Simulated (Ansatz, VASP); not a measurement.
## Two plane-wave programs on WSe2

The input INCAR:

```
SYSTEM = WSe2
PREC     = Accurate       ! precision mode
ENCUT    = 400            ! plane-wave cutoff, eV
EDIFF    = 1E-6           ! SCF threshold, eV
ISMEAR   = 0              ! smearing method
SIGMA    = 0.05           ! smearing width, eV
LREAL    = .FALSE.        ! projectors in reciprocal space
LASPH    = .TRUE.         ! aspherical terms in the spheres
NELM     = 120            ! most SCF steps
ALGO     = Normal         ! electronic algorithm
ISIF     = 2              ! what is computed and relaxed
LWAVE    = .FALSE.        ! write WAVECAR
LCHARG   = .FALSE.        ! write CHGCAR
LDIPOL   = .TRUE.       
IDIPOL   = 3            
DIPOL    = 0.5 0.5 0.453
GGA      = PE             ! functional
IVDW     = 12             ! dispersion correction
NBANDS   = 122            ! bands
GGA_COMPAT= .FALSE.      
NELMDL   = -8
```

Contents of KPOINTS:

```
regular mesh
0
G
  3 3 1
  0 0 0
```

Contents of POSCAR:

```
WSe2
1.0
    6.5580551065      0.0000000000      0.0000000000
   -3.2790275533      5.6794423217      0.0000000000
    0.0000000000      0.0000000000     28.4558503180
Se W
16 8
Direct
    0.1666666667      0.3333333333      0.2811372674
    0.1666666667      0.8333333333      0.2811372674
    0.6666666667      0.3333333333      0.2811372674
    0.6666666667      0.8333333333      0.2811372674
    0.1666666667      0.3333333333      0.3995222284
    0.1666666667      0.8333333333      0.3995222284
    0.6666666667      0.3333333333      0.3995222284
    0.6666666667      0.8333333333      0.3995222284
    0.3331744584      0.1663268840      0.5062143577
    0.3332651680      0.6664525894      0.5062113817
    0.8332383981      0.1663846541      0.5062239175
    0.8333301432      0.6664575868      0.5062473653
    0.3332645999      0.1665657878      0.6247511638
    0.3333896337      0.6662904663      0.6247715485
    0.8332631152      0.1664754276      0.6247472469
    0.8331347298      0.6662528717      0.6246704580
    0.3333333333      0.1666666667      0.3403297479
    0.3333333333      0.6666666667      0.3403297479
    0.8333333333      0.1666666667      0.3403297479
    0.8333333333      0.6666666667      0.3403297479
    0.1665820538      0.3330772692      0.5654551205
    0.1667607288      0.8331355582      0.5654752710
    0.6664425970      0.3329107708      0.5654478896
    0.6665634847      0.8331755359      0.5654765730
```

Input for Ansatz:

```yaml
crystal:
  lattice:
    - [6.5580551065, 0.0, 0.0]
    - [-3.2790275533, 5.6794423217, 0.0]
    - [0.0, 0.0, 28.455850318]
  atoms:
    - { symbol: Se, position: [0.1666666667, 0.3333333333, 0.2811372674] }
    - { symbol: Se, position: [0.1666666667, 0.8333333333, 0.2811372674] }
    - { symbol: Se, position: [0.6666666667, 0.3333333333, 0.2811372674] }
    - { symbol: Se, position: [0.6666666667, 0.8333333333, 0.2811372674] }
    - { symbol: W, position: [0.3333333333, 0.1666666667, 0.3403297479] }
    - { symbol: W, position: [0.3333333333, 0.6666666667, 0.3403297479] }
    - { symbol: W, position: [0.8333333333, 0.1666666667, 0.3403297479] }
    - { symbol: W, position: [0.8333333333, 0.6666666667, 0.3403297479] }
    - { symbol: Se, position: [0.1666666667, 0.3333333333, 0.3995222284] }
    - { symbol: Se, position: [0.1666666667, 0.8333333333, 0.3995222284] }
    - { symbol: Se, position: [0.6666666667, 0.3333333333, 0.3995222284] }
    - { symbol: Se, position: [0.6666666667, 0.8333333333, 0.3995222284] }
    - { symbol: Se, position: [0.3331744584, 0.166326884, 0.5062143577] }
    - { symbol: Se, position: [0.333265168, 0.6664525894, 0.5062113817] }
    - { symbol: Se, position: [0.8332383981, 0.1663846541, 0.5062239175] }
    - { symbol: Se, position: [0.8333301432, 0.6664575868, 0.5062473653] }
    - { symbol: W, position: [0.1665820538, 0.3330772692, 0.5654551205] }
    - { symbol: W, position: [0.1667607288, 0.8331355582, 0.565475271] }
    - { symbol: W, position: [0.666442597, 0.3329107708, 0.5654478896] }
    - { symbol: W, position: [0.6665634847, 0.8331755359, 0.565476573] }
    - { symbol: Se, position: [0.3332645999, 0.1665657878, 0.6247511638] }
    - { symbol: Se, position: [0.3333896337, 0.6662904663, 0.6247715485] }
    - { symbol: Se, position: [0.8332631152, 0.1664754276, 0.6247472469] }
    - { symbol: Se, position: [0.8331347298, 0.6662528717, 0.624670458] }
basis:
  ecutwfc: 420
kpoints:
  mp_grid: { grid: [3, 3, 1] }
hamiltonian:
  xc: pbe
  dispersion: d3bj
scf:
  occupations: { method: gaussian, width: 0.05 }
output:
  forces: true
  eigenvalues: true
  write_density: true
  volumetric_format: npy
efield:
  axis: 3
  dipole_correction: true
  ramp_width: 0.04
```

Alike in both runs: task single point; functional PBE; dispersion D3(BJ); k mesh 3 × 3 × 1; occupations gaussian, width 0.05 eV; no spin polarisation.

|  | VASP | Ansatz |
| --- | --- | --- |
| version | VASP 6.6.1 | Ansatz 0.2.0 |
| potentials or method | VASP PAW PBE potentials, release 64 (Se, W_sv), cutoff 400 eV | scalar-relativistic, plane waves, PAW |
| valence electrons in the cell | 208 | 368 |

Ansatz gave:

```
gap on the k mesh at the Fermi level (eV) : 1.29
least direct gap on the mesh (eV)         : 1.36
rms of the force components (eV/Å)        : 0.011
```

Problem. What did VASP give for the same quantities?

Solution. gap on the k mesh at the Fermi level (eV): 1.29; least direct gap on the mesh (eV): 1.36; rms of the force components (eV/Å): 0.030.

VASP's potentials hold 208 valence electrons a cell and Ansatz's 368, so a difference there can come from the potentials and not from the codes.

Spin-orbit coupling is off throughout.
